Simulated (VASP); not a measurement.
A run of VASP 6.6.1 is set up as follows.

Contents of INCAR:

```
SYSTEM = AlIr
PREC = Accurate ; ENCUT = 560
EDIFF = 1E-6 ; ISMEAR = 0
SIGMA = 0.1 ; LREAL = .FALSE.
LASPH = .TRUE. ; NELM = 120
ALGO = Normal ; ISIF = 2
LWAVE = .FALSE. ; LCHARG = .TRUE.
LELF = .TRUE. ; LVHAR = .TRUE.
NBANDS = 17 ; GGA_COMPAT = .FALSE.
```

File KPOINTS:

```
regular mesh
0
G
  9 9 9
  0 0 0
```

POSCAR

```
AlIr
1.0
    2.9831795939      0.0000000000      0.0000000000
    0.0000000000      2.9831795939      0.0000000000
    0.0000000000      0.0000000000      2.9831795939
Al Ir
1 1
Direct
    0.0000000000      0.0000000000      0.0000000000
    0.5000000000      0.5000000000      0.5000000000
```

Potentials or basis: VASP PAW LDA potentials, release 64 (Al, Ir_sv_GW).

The run is started by

```sh
$ cat potpaw_LDA.64/Al/POTCAR potpaw_LDA.64/Ir_sv_GW/POTCAR > POTCAR
$ mpirun -np 1 vasp_std > vasp.out
```

(1) What does it give for the band gap on the k mesh?

(2) What does it give for the pressure?

## Answers

(1) zero (bands 10 and 11 overlap by 0.89 eV).

(2) -3.9 GPa.

Caveat: the cell stands under tension; spin-orbit coupling is left out, which moves the levels of the heavy elements.
